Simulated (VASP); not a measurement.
# ZnS (P1) in VASP: single point with r2SCAN

Aim: the single point of ZnS with r2SCAN.

Everything below comes from runs of VASP 6.6.1. Logs are shortened: lines on timing, memory, paths and dates and some standing lists are left out, and cuts for length are marked.

## (1) The cell of the first run

The typed cell holds 4 atoms: a = 3.811 Å, b = 3.811 Å, c = 5.389 Å, α = 90.00°, β = 90.00°, γ = 90.00°.

## (2) Single point, r2SCAN (atom 4 moved 0.30 Å)

File POSCAR:

```
ZnS
1.0
    0.0000000000     -2.6945131942     -2.6945131942
    0.0000000000      2.6945131942     -2.6945131942
    5.3890263884      0.0000000000      0.0000000000
Zn S
2 2
Direct
    0.4810032044      0.5008999510      0.5035837916
   -0.0189967956      0.0008999510      0.0035837916
   -0.0189967956      0.5008999510      0.2535837916
    0.5569903868     -0.0026998531      0.7392486253
```

File INCAR.step1:

```
SYSTEM = ZnS
PREC = Accurate ; ENCUT = 520
ISMEAR = 0 ; SIGMA = 0.05
LREAL = .False. ; LASPH = .True.
NELM = 60 ; NBANDS = 26
GGA = PE ; ALGO = Normal
EDIFF = 1E-4 ; LWAVE = .True.
LCHARG = .False.
```

File INCAR.step2:

```
SYSTEM = ZnS
PREC = Accurate ; ENCUT = 520
EDIFF = 1E-6 ; ISMEAR = 0
SIGMA = 0.05 ; LREAL = .False.
LASPH = .True. ; NELM = 60
ALGO = Normal ; ISIF = 2
LWAVE = .False. ; LCHARG = .False.
METAGGA = R2SCAN ; LMIXTAU = .True.
NBANDS = 26 ; ISTART = 1
```

File KPOINTS:

```
Automatic mesh
0
Gamma
  6 6 4
  0 0 0
```

Potentials or basis: VASP PAW PBE potentials, release 64 (Zn, S).

Started as:

```sh
$ cat potpaw_PBE.64/Zn/POTCAR potpaw_PBE.64/S/POTCAR > POTCAR
$ cp INCAR.step1 INCAR
$ mpirun -np 1 vasp_std > vasp.out
$ cp INCAR.step2 INCAR
$ mpirun -np 1 vasp_std > vasp.out
```

OUTCAR:

```text
SYSTEM = ZnS
   PREC = Accurate
   ENCUT = 520
   EDIFF = 1E-6
   ISMEAR = 0
   LREAL = .False.
   LASPH = .True.
   NELM = 60
   ISIF = 2
   METAGGA = R2SCAN
   ISTART = 1

 ion  position               nearest neighbor table
   1  0.481  0.501  0.504-   4 2.30   4 2.32   3 2.33   3 2.33
   2  0.981  0.001  0.004-   4 2.15   3 2.33   3 2.33   4 2.62
   3  0.981  0.501  0.254-   1 2.33   2 2.33   2 2.33   1 2.33
   4  0.557  0.997  0.739-   2 2.15   1 2.30   1 2.32   2 2.62

  LATTYP: Found a simple tetragonal cell.
 ALAT       =     3.8106171032
 C/A-ratio  =     1.4142135624

  Lattice vectors:

 A1 = (   0.0000000000,  -2.6945131942,  -2.6945131942)
 A2 = (   0.0000000000,   2.6945131942,  -2.6945131942)
 A3 = (   5.3890263884,   0.0000000000,   0.0000000000)

Analysis of symmetry for initial positions (statically):
=====================================================================
 Subroutine PRICEL returns:
 Original cell was already a primitive cell.

 Routine SETGRP: Setting up the symmetry group for a
 simple tetragonal supercell.

 Subroutine GETGRP returns: Found  1 space group operations
 (whereof  1 operations were pure point group operations)
 out of a pool of 16 trial point group operations.

The static configuration has the point symmetry C_1 .

Analysis of symmetry for dynamics (positions and initial velocities):
=====================================================================
 Subroutine PRICEL returns:
 Original cell was already a primitive cell.

 Routine SETGRP: Setting up the symmetry group for a
 simple tetragonal supercell.

 Subroutine GETGRP returns: Found  1 space group operations
 (whereof  1 operations were pure point group operations)
 out of a pool of 16 trial point group operations.

The dynamic configuration has the point symmetry C_1 .

 Subroutine INISYM returns: Found  1 space group operations
 (whereof  1 operations are pure point group operations),
 and found     1 'primitive' translations

----------------------------------------------------------------------------------------

                                     Primitive cell

  volume of cell :      78.2530

  direct lattice vectors                    reciprocal lattice vectors
     0.000000000 -2.694513194 -2.694513194     0.000000000 -0.185562276 -0.185562276
     0.000000000  2.694513194 -2.694513194     0.000000000  0.185562276 -0.185562276
     5.389026388  0.000000000  0.000000000     0.185562276  0.000000000  0.000000000

  length of vectors
     3.810617103  3.810617103  5.389026388     0.262424687  0.262424687  0.185562276

  position of ions in fractional coordinates (direct lattice)
     0.481003204  0.500899951  0.503583792
     0.981003204  0.000899951  0.003583792
     0.981003204  0.500899951  0.253583792
     0.556990387  0.997300147  0.739248625

  ion indices of the primitive-cell ions
   primitive index   ion index
                 1           1
                 2           2
                 3           3
                 4           4

----------------------------------------------------------------------------------------

 KPOINTS: Automatic mesh

Automatic generation of k-mesh.
 Grid dimensions read from file:
 generate k-points for:    6    6    4

 Generating k-lattice:

  Cartesian coordinates                     Fractional coordinates (reciprocal lattice)
     0.000000000 -0.030927046 -0.030927046     0.166666667  0.000000000  0.000000000
     0.000000000  0.030927046 -0.030927046     0.000000000  0.166666667  0.000000000
     0.046390569  0.000000000  0.000000000     0.000000000  0.000000000  0.250000000

  Length of vectors
     0.043737448  0.043737448  0.046390569

  Shift w.r.t. Gamma in fractional coordinates (k-lattice)
     0.000000000  0.000000000  0.000000000

 Subroutine IBZKPT returns following result:
 ===========================================

 Found     76 irreducible k-points:

 Following reciprocal coordinates:
            Coordinates               Weight
  0.000000  0.000000  0.000000      1.000000
  0.166667  0.000000  0.000000      2.000000
  0.000000  0.166667  0.000000      2.000000
  0.333333  0.000000  0.000000      2.000000
  0.000000  0.333333  0.000000      2.000000
  0.500000  0.000000  0.000000      1.000000
[... 16 lines left out ...]
  0.000000  0.166667  0.250000      2.000000
 -0.166667  0.000000  0.250000      2.000000
 [... further k-points ...]
   k-points           NKPTS =     76   k-points in BZ     NKDIM =     76   number of bands    NBANDS=     26
   number of dos      NEDOS =    301   number of ions     NIONS =      4
   total plane-waves  NPLWV =  31360
   dimension x,y,z NGX =    28 NGY =   28 NGZ =   40
   dimension x,y,z NGXF=    56 NGYF=   56 NGZF=   80
   ions per type =               2   2
   NGX,Y,Z   is equivalent  to a cutoff of  12.22, 12.22, 12.34 a.u.
   NGXF,Y,Z  is equivalent  to a cutoff of  24.43, 24.43, 24.68 a.u.
 SYSTEM =  ZnS
   PREC   = accura    normal or accurate (medium, high low for compatibility)
   ISTART =      1    job   : 0-new  1-cont  2-samecut
   ICHARG =      0    charge: 1-file 2-atom 10-const
   ISPIN  =      1    spin polarized calculation?
   LNONCOLLINEAR =      F non collinear calculations
   LSORBIT =      F    spin-orbit coupling
   LASPH  =      T    aspherical Exc in radial PAW
   ENCUT  =  520.0 eV  38.22 Ry    6.18 a.u.   7.09  7.09 10.02*2*pi/ulx,y,z
   NELM   =     60;   NELMIN=  2; NELMDL=  0     # of ELM steps
   EDIFF  = 0.1E-05   stopping-criterion for ELM
   LREAL  =      F    real-space projection
   EDIFFG = 0.1E-04   stopping-criterion for IOM
   NSW    =      0    number of steps for IOM
   IBRION =     -1    ionic relax: 0-MD 1-quasi-New 2-CG
   NFREE  =      0    steps in history (QN), initial steepest desc. (CG)
   ISIF   =      2    stress and relaxation
   ISYM   =      2    0-nonsym 1-usesym 2-fastsym
   POTIM  = 0.5000    time-step for ionic-motion
   TEBEG  =    0.0;   TEEND  =   0.0 temperature during run
   PSTRESS=    0.0 pullay stress
   NELECT =      36.0000    total number of electrons
   NUPDOWN=      -1.0000    fix difference up-down
   EMIN   =  10.00;   EMAX   =-10.00  energy-range for DOS
   EFERMI =   0.00;   METHOD = LEGACY
   ISMEAR =     0;   SIGMA  =   0.05  broadening in eV -4-tet -1-fermi 0-gaus
   EFERMI_NEDOS =   21; number of points for ismear=-14 and -15
   IALGO  =     38    algorithm
   IMIX   =      4    mixing-type and parameters
     AMIX     =   0.40;   BMIX     =  1.00
     AMIX_MAG =   1.60;   BMIX_MAG =  1.00
  volume/ion in A,a.u.               =      19.56       132.02
  Fermi-wavevector in a.u.,A,eV,Ry     =   1.263791  2.388219 21.730795  1.597168
  Thomas-Fermi vector in A             =   2.397130
   LORBIT       =      0    0 simple, 1 ext, 2 COOP (PROOUT), +10 PAW based schemes
   METAGGA = R2SCAN    functional components
   LHFCALC =     F    Hartree Fock is set to
   AEXX    =    0.0000 exact exchange contribution
   IVDW    =     0    specifies the selected vdW correction
   LEPSILON=     F    determine dielectric tensor
   LRPA    =     F    only Hartree local field effects (RPA)
 non-spin polarized calculation
 Gauss-broadening in eV      SIGMA  =   0.05
  energy-cutoff  :      520.00
  volume of cell :       78.25
 maximum number of plane-waves:      2132
   NGX = 15   NGY = 15   NGZ = 21

 number of electron      35.9999984 magnetization

 Free energy of the ion-electron system (eV)
  ---------------------------------------------------
  ext. energy  EPLUGINS =         0.00000000
  ---------------------------------------------------
  free energy    TOTEN  =       -37.43896661 eV

  energy without entropy =      -37.43896661  energy(sigma->0) =      -37.43896661

 E-fermi :   2.2896     XC(G=0): -10.3222

 val. band max:        2.0056753409   @ k =   0.0000   0.0000   0.0000
 cond. band min:       4.5874415896   @ k =   0.0000   0.0000   0.0000
 fundamental gap:      2.5817662486
 Fermi energy:         2.2895978560

 k-point     1 :       0.0000    0.0000    0.0000
  band No.  band energies     occupation
      1     -11.8677      2.00000
      2     -10.5553      2.00000
      3      -4.8315      2.00000
      4      -4.7054      2.00000
      5      -4.6819      2.00000
      6      -4.5766      2.00000
[... 18 lines left out ...]
     25      13.5723      0.00000
     26      13.9166      0.00000

 k-point     2 :       0.1667    0.0000    0.0000
  band No.  band energies     occupation
      1     -11.7302      2.00000
      2     -10.5571      2.00000
      3      -4.8266      2.00000
      4      -4.6818      2.00000
      5      -4.6261      2.00000
      6      -4.5560      2.00000
[... 18 lines left out ...]
     25      12.6350      0.00000
     26      12.8616      0.00000

 k-point     3 :       0.0000    0.1667    0.0000
  band No.  band energies     occupation
      1     -11.7231      2.00000
      2     -10.5600      2.00000
      3      -4.7895      2.00000
      4      -4.7088      2.00000
      5      -4.6158      2.00000
      6      -4.5557      2.00000
[... 18 lines left out ...]
     25      12.6298      0.00000
     26      12.9557      0.00000

 k-point     4 :       0.3333    0.0000    0.0000
  band No.  band energies     occupation
      1     -11.3837      2.00000
      2     -10.6211      2.00000
      3      -4.8120      2.00000
      4      -4.6197      2.00000
      5      -4.5652      2.00000
      6      -4.4780      2.00000
[... 18 lines left out ...]
     25      11.4492      0.00000
     26      11.6270      0.00000
[... 496 lines left out ...]
      1     -11.5694      2.00000
      2     -10.7662      2.00000
      3      -4.8532      2.00000
      4      -4.6393      2.00000
      5      -4.6218      2.00000
      6      -4.5268      2.00000
[... 18 lines left out ...]
     25      11.1601      0.00000
     26      11.9230      0.00000

 k-point    23 :       0.0000    0.1667    0.2500
  band No.  band energies     occupation
      1     -11.5733      2.00000
      2     -10.7529      2.00000
      3      -4.8039      2.00000
      4      -4.6639      2.00000
      5      -4.6273      2.00000
      6      -4.5358      2.00000
[... 18 lines left out ...]
     25      11.0995      0.00000
     26      12.2385      0.00000

 k-point    24 :      -0.1667    0.0000    0.2500
  band No.  band energies     occupation
      1     -11.5908      2.00000
      2     -10.7370      2.00000
      3      -4.8051      2.00000
      4      -4.6752      2.00000
      5      -4.6358      2.00000
      6      -4.5408      2.00000
[... 18 lines left out ...]
     25      11.5838      0.00000
     26      12.4047      0.00000

 [... further k-points ...]

------------------------ aborting loop because EDIFF is reached ----------------------------------------

  FORCE on cell =-STRESS in cart. coord.  units (eV):
  Direction    XX          YY          ZZ          XY          YZ          ZX
  --------------------------------------------------------------------------------------
  -------------------------------------------------------------------------------------
  Total        1.1270032      0.5000860      0.5664985     -0.9160000      0.1736750     -1.0613428
  in kB       23.0746332     10.2389250     11.5986759    -18.7544847      3.5558795    -21.7302805
  external PRESSURE =      14.9707447 kB  Pullay stress =       0.0000000 kB

 VOLUME and BASIS-vectors are now :
 -----------------------------------------------------------------------------
  energy-cutoff  :      520.00
  volume of cell :       78.25
      direct lattice vectors                 reciprocal lattice vectors
     0.000000000 -2.694513194 -2.694513194     0.000000000 -0.185562276 -0.185562276
     0.000000000  2.694513194 -2.694513194     0.000000000  0.185562276 -0.185562276
     5.389026388  0.000000000  0.000000000     0.185562276  0.000000000  0.000000000

 POSITION                                       TOTAL-FORCE (eV/Angst)
 -----------------------------------------------------------------------------------
      2.71383      0.05361     -2.64575        -0.097754     -0.085086      0.046115
      0.01931     -2.64090     -2.64575         0.575907     -0.950153     -0.954146
      1.36657     -1.29364     -3.99301        -0.251502     -0.395170     -0.356793
      3.98383      1.18642     -4.18806        -0.226651      1.430408      1.264825
 -----------------------------------------------------------------------------------
    total drift:                                0.028046      0.004536      0.002826

  FREE ENERGIE OF THE ION-ELECTRON SYSTEM (eV)
  ---------------------------------------------------
  free  energy   TOTEN  =       -37.4389666126 eV

  energy  without entropy=      -37.4389666126  energy(sigma->0) =      -37.43896661
```

Wall time 11 min (1 thread of Intel Xeon 8259CL, shared host); peak memory 0.26 GiB.

Results:

```
Free energy            : -37.4390 eV
Pressure               : 1.5 GPa
Largest force          : 1.923 eV/Å
Band gap on the k mesh : 2.58 eV
```

Forces in eV/Å, atoms in the order of the input:
```
Zn  -0.098 -0.085  0.046
Zn   0.576 -0.950 -0.954
S   -0.252 -0.395 -0.357
S   -0.227  1.430  1.265
```

Levels at points of the mesh, in eV from the valence-band top:
| k point | band 16 | band 17 | band 18 | band 19 | band 20 | band 21 |
| --- | --- | --- | --- | --- | --- | --- |
| (0.00, 0.00, 0.00) | -0.28 | -0.09 | 0.00 | 2.58 | 3.62 | 4.47 |
| (0.50, 0.00, 0.00) | -2.21 | -1.30 | -0.82 | 5.07 | 5.27 | 6.66 |
| (0.00, 0.50, 0.00) | -2.65 | -1.05 | -0.81 | 5.14 | 5.24 | 6.93 |
| (0.50, 0.50, 0.00) | -2.46 | -2.38 | -2.20 | 3.45 | 3.59 | 4.21 |
| (0.00, 0.00, 0.50) | -1.44 | -1.34 | -1.09 | 4.65 | 4.76 | 4.91 |
| (0.50, 0.00, 0.50) | -1.07 | -0.88 | -0.85 | 3.60 | 3.88 | 6.96 |
| (0.00, 0.50, 0.50) | -1.14 | -0.87 | -0.58 | 3.71 | 3.81 | 6.78 |
| (0.50, 0.50, 0.50) | -2.99 | -2.71 | -2.56 | 5.41 | 5.44 | 6.75 |

Caveat: the cell differs from its parent crystal (atom 4 moved 0.30 Å); the PAW data sets were made with another functional, which shifts forces and pressure a little.
